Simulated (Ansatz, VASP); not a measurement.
# Na in VASP and in Ansatz

The input POSCAR:

```
Na
1.0
    3.4405243290      0.0000000000      0.0000000000
    0.0000000000      3.4405243290      0.0000000000
    0.0000000000      0.0000000000      3.4405243290
Na
1
Direct
    0.0000000000      0.0000000000      0.0000000000
```

File INCAR.step1:

```
SYSTEM = Na
ALGO = Normal
EDIFF = 1E-4
ENCUT = 600
GGA = PE
ISMEAR = -1
LASPH = .TRUE.
LCHARG = .FALSE.
LREAL = .FALSE.
LWAVE = .TRUE.
NELM = 80
PREC = Accurate
SIGMA = 0.1
```

INCAR.step2

```
SYSTEM = Na
ALGO = Normal
EDIFF = 1E-6
EDIFFG = -0.01
ENCUT = 600
IBRION = 2
ISIF = 3
ISMEAR = -1
ISTART = 1
LASPH = .TRUE.
LCHARG = .FALSE.
LMIXTAU = .TRUE.
LREAL = .FALSE.
LWAVE = .FALSE.
METAGGA = R2SCAN
NELM = 80
NSW = 80
PREC = Accurate
SIGMA = 0.1
```

KPOINTS

```
k-points
0
G
  9 9 9
  0 0 0
```

Input for Ansatz:

```yaml
crystal:
  lattice:
    - [3.440524329, 0.0, 0.0]
    - [0.0, 3.440524329, 0.0]
    - [0.0, 0.0, 3.440524329]
  atoms:
    - { symbol: Na, position: [0.0, 0.0, 0.0] }
hamiltonian:
  xc: r2scan
  pseudopotentials:
    kind: paw
    azcp:
      Na: "pseudopotentials/Na.paw.azcp"
basis:
  ecutwfc: 500
  fft_grid_basis: typed
kpoints:
  mp_grid: { grid: [9, 9, 9], shift: [0, 0, 0] }
magnetization:
  spin_polarized: false
scf:
  occupations: { method: fermi_dirac, width: 0.1 }
relax:
  max_steps: 60
  f_tol: 0.01
  cell: {}
```

Alike in both runs: task relaxation of cell and atoms; functional r2SCAN; k mesh 9 × 9 × 9; occupations fermi-dirac, width 0.1 eV; no spin polarisation.

|  | VASP | Ansatz |
| --- | --- | --- |
| version | VASP 6.6.1 | Ansatz 0.2.0 |
| potentials or method | VASP PAW PBE potentials, release 64 (Na_pv), cutoff 600 eV | plane waves (500 eV) with PAW, scalar-relativistic |
| valence electrons in the cell | 7 | 9 |

```csv
,VASP,Ansatz,Ansatz less VASP
relaxed volume (Å³/atom),39.90,39.94,+0.034
relaxed length of the cell vector where the two differ most in proportion (Å),3.417,3.418,+0.0010
```

VASP's potentials were made for PBE, not for r2SCAN. VASP's potentials hold 7 valence electrons a cell and Ansatz's 9, so a difference there can come from the potentials and not from the codes.
